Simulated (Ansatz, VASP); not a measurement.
## One calculation of C, two programs

The input INCAR:

```
SYSTEM = C
PREC = Accurate
ENCUT = 520
EDIFF = 1E-7
ISMEAR = -1
SIGMA = 0.08
LREAL = .False.
LASPH = .True.
NELM = 80
ALGO = Normal
ISIF = 2
LWAVE = .False.
LCHARG = .True.
GGA = PE
LELF = .True.
LVHAR = .True.
NBANDS = 16
```

File KPOINTS:

```
regular mesh
0
Gamma
  15 15 15
  0 0 0
```

The input POSCAR:

```
C
1.0
    1.2299994602      0.7101405194     11.0385000000
   -1.2299994602      0.7101405194     11.0385000000
    0.0000000000     -1.4202810389     11.0385000000
C
4
Direct
    0.0500000000      0.0500000000      0.0500000000
    0.9500000000      0.9500000000      0.9500000000
    0.2830000000      0.2830000000      0.2830000000
    0.7170000000      0.7170000000      0.7170000000
```

Input for Ansatz:

```yaml
crystal:
  lattice:
    - [1.2299994602, 0.7101405194, 11.0385]
    - [-1.2299994602, 0.7101405194, 11.0385]
    - [0.0, -1.4202810389, 11.0385]
  atoms:
    - { symbol: C, position: [0.05, 0.05, 0.05] }
    - { symbol: C, position: [0.95, 0.95, 0.95] }
    - { symbol: C, position: [0.283, 0.283, 0.283] }
    - { symbol: C, position: [0.717, 0.717, 0.717] }
kpoints:
  mp_grid: { grid: [15, 15, 15] }
  band_path:
    path:
      - [0.0, 0.0, 0.0]
      - [0.5, 0.5, 0.5]
      - [0.8305741713, 0.1694258287, 0.5]
      - [0.5, -0.1694258287, 0.1694258287]
      - [0.5, 0.0, 0.0]
      - [0.0, 0.0, 0.0]
      - [0.3347129143, -0.3347129143, 0.0]
      - [0.6652870857, 0.0, 0.3347129143]
      - [0.5, 0.0, 0.5]
    npoints: 5
scf:
  occupations: { method: fermi_dirac, width: 0.08 }
hamiltonian:
  xc: pbe
  pseudopotentials: { kind: all_electron, lapw: { basis_error: 0.001 } }
output:
  forces: true
  stress: true
  eigenvalues: true
```

Change from the starting cell: zz strain of -1 %.

Alike in both runs: task single point; functional PBE; k mesh 15 × 15 × 15; occupations fermi-dirac, width 0.08 eV; no spin polarisation.

|  | VASP | Ansatz |
| --- | --- | --- |
| version | VASP 6.6.1 | Ansatz 0.2.0 |
| potentials or method | VASP PAW PBE potentials, release 64 (C), cutoff 520 eV | all-electron LAPW, scalar-relativistic |

```csv
,VASP,Ansatz,Ansatz less VASP
pressure (GPa),1.9,1.6,-0.31
"traceless stress, the component that is largest in VASP (GPa)",-0.84,-0.47,+0.367
rms of the force components (eV/Å),0.106,0.106,+0.0005
```

Atom by atom the forces differ by 0.001 eV/Å (rms over components). Ansatz ran all-electron here, and VASP with PAW potentials.
